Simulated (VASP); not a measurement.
Here is a VASP 6.6.1 calculation.

INCAR

```
ALGO = Normal ; EDIFF = 1E-6
ENCUT = 500 ; GGA = PE
GGA_COMPAT = F ; ISIF = 2
ISMEAR = 0 ; LASPH = T
LCHARG = F ; LREAL = F
LWAVE = F ; NBANDS = 19
NELM = 120 ; PREC = Accurate
SIGMA = 0.05
```

The input KPOINTS:

```
k-points
0
Gamma
  8 8 8
```

Contents of POSCAR:

```
K2S
1.0
    0.0000000000      3.7314651785      3.7314651785
    3.7314651785      0.0000000000      3.7314651785
    3.7314651785      3.7314651785      0.0000000000
K S
2 1
Direct
    0.2500000000      0.2500000000      0.2500000000
    0.7500000000      0.7500000000      0.7500000000
    0.0000000000      0.0000000000      0.0000000000
```

Potentials or basis: VASP PAW PBE potentials, release 64 (K_sv, S).

Command:

```console
$ cat potpaw_PBE.64/K_sv/POTCAR potpaw_PBE.64/S/POTCAR > POTCAR
$ mpirun -np 1 vasp_std > vasp.out
```

**Question.** What does it give for the pressure?

**Answer.** 0.0 GPa.

**Question.** What does it give for the band gap on the k mesh?

**Answer.** 2.32 eV (least direct gap 2.49 eV).

A k mesh can miss the band edges. A hybrid or GW would open this gap; PBE tends to underestimate it.
